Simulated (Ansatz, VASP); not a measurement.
GaSb: VASP beside Ansatz

INCAR

```
ALGO = Normal ; EDIFF = 1E-8
ENCUT = 520 ; GGA = PS
ISIF = 2 ; ISMEAR = -1
LASPH = True ; LCHARG = False
LEFG = True ; LREAL = False
LWAVE = False ; NBANDS = 16
NELM = 100 ; PREC = Accurate
SIGMA = 0.08
```

Contents of KPOINTS:

```
k-points
0
Gamma
  12 12 12
```

File POSCAR:

```
GaSb
1.0
    0.0000000000      3.0590000000      3.0590000000
    3.0590000000      0.0000000000      3.0590000000
    3.0590000000      3.0590000000      0.0000000000
Ga Sb
1 1
Direct
    0.0000000000      0.0000000000      0.0000000000
    0.7500000000      0.7500000000      0.7500000000
```

Input for Ansatz:

```yaml
crystal:
  lattice:
    - [0.0, 3.059, 3.059]
    - [3.059, 0.0, 3.059]
    - [3.059, 3.059, 0.0]
  atoms:
    - { symbol: Ga, position: [0.0, 0.0, 0.0] }
    - { symbol: Sb, position: [0.75, 0.75, 0.75] }
kpoints:
  mp_grid: { grid: [12, 12, 12] }
  band_path:
    path:
      - [0.0, 0.0, 0.0]
      - [-0.5, -0.5, 0.0]
      - [-0.375, -0.375, 0.25]
      - [-0.375, 0.0, 0.375]
      - [0.0, 0.0, 0.0]
      - [0.0, 0.0, 0.5]
      - [-0.5, -0.25, 0.25]
      - [-0.5, -0.5, 0.0]
    npoints: 5
scf:
  occupations: { method: fermi_dirac, width: 0.08 }
hamiltonian:
  xc: pbesol
  pseudopotentials: { kind: paw }
output:
  forces: true
  stress: true
  eigenvalues: true
  efg: { contact_densities: true }
```

Alike in both runs: task electric field gradients; functional PBEsol; k mesh 12 × 12 × 12; occupations fermi-dirac, width 0.08 eV; no spin polarisation.

|  | VASP | Ansatz |
| --- | --- | --- |
| version | VASP 6.6.1 | Ansatz 0.2.0 |
| potentials or method | VASP PAW PBE potentials, release 64 (Ga_d, Sb) | PAW with Ansatz's default frozen-core files, scalar-relativistic |
| plane-wave cutoff (eV) | 520 | 420 |
| valence electrons in the cell | 18 | 28 |

Ansatz gave:

| Quantity | Value |
| --- | --- |
| pressure (GPa) | -0.2 |

Question: Estimate VASP's values.

Answer: Pressure (GPa): -0.1.

VASP's potentials were made for PBE, not for PBEsol. With one functional, cell and mesh, what is left measures potentials, basis and numerics. VASP's potentials hold 18 valence electrons a cell and Ansatz's 28, so a difference there can come from the potentials and not from the codes.

Neither program's run includes spin-orbit coupling.
